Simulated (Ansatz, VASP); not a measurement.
Two plane-wave programs on Ti

INCAR

```
SYSTEM = Ti
PREC     = Accurate       ! precision mode
ENCUT    = 520            ! plane-wave cutoff, eV
EDIFF    = 1E-6           ! SCF threshold, eV
ISMEAR   = 0              ! smearing method
SIGMA    = 0.15           ! smearing width, eV
LREAL    = .False.        ! projectors in reciprocal space
LASPH    = .True.         ! aspherical terms in the spheres
NELM     = 60             ! most SCF steps
ALGO     = Fast           ! electronic algorithm
ISIF     = 2              ! what is computed and relaxed
LWAVE    = .False.        ! write WAVECAR
LCHARG   = .True.         ! write CHGCAR
GGA      = PS             ! functional
LELF     = .True.         ! ELF
LVHAR    = .True.       
NBANDS   = 19             ! bands
```

Contents of KPOINTS:

```
Automatic mesh
0
Gamma
  18 18 10
  0 0 0
```

File POSCAR:

```
Ti
1.0
    2.9499978604      0.0000000000      0.0000000000
   -1.4749989302      2.5547730882      0.0000000000
    0.0000000000      0.0000000000      4.7797200000
Ti
2
Direct
    0.3333333333      0.6666666667      0.2500000000
    0.6666666667      0.3333333333      0.7500000000
```

Input for Ansatz:

```yaml
crystal:
  lattice:
    - [2.9499978604, 0.0, 0.0]
    - [-1.4749989302, 2.5547730882, 0.0]
    - [0.0, 0.0, 4.77972]
  atoms:
    - { symbol: Ti, position: [0.3333333333, 0.6666666667, 0.25] }
    - { symbol: Ti, position: [0.6666666667, 0.3333333333, 0.75] }
basis:
  ecutwfc: 420
kpoints:
  mp_grid: { grid: [18, 18, 10] }
hamiltonian:
  xc: pbesol
scf:
  occupations: { method: gaussian, width: 0.15 }
output:
  forces: true
  stress: true
  eigenvalues: true
  write_density: true
  write_potential: true
  elf: true
  volumetric_format: npy
```

Change from the starting cell: strain +0.0200 x Voigt [0, 0, 1, 0, 0, 0], atoms carried along.

Alike in both runs: task single point; functional PBEsol; k mesh 18 × 18 × 10; occupations gaussian, width 0.15 eV; no spin polarisation.

|  | VASP | Ansatz |
| --- | --- | --- |
| version | VASP 6.6.1 | Ansatz 0.2.0 |
| potentials or method | VASP PAW PBE potentials, release 64 (Ti_sv), cutoff 520 eV | scalar-relativistic, plane waves, PAW |
| valence electrons in the cell | 24 | 24 |

|  | VASP | Ansatz | Ansatz less VASP |
| --- | --- | --- | --- |
| gap on the k mesh at the Fermi level (eV) | none | none | - |
| pressure (GPa) | -7.9 | -7.7 | +0.18 |
| traceless stress, the component that is largest in VASP (GPa) | -1.68 | -1.69 | -0.010 |

VASP's potentials were made for PBE, not for PBEsol. A gap of «none» marks a metal or a gap that the smearing closes.
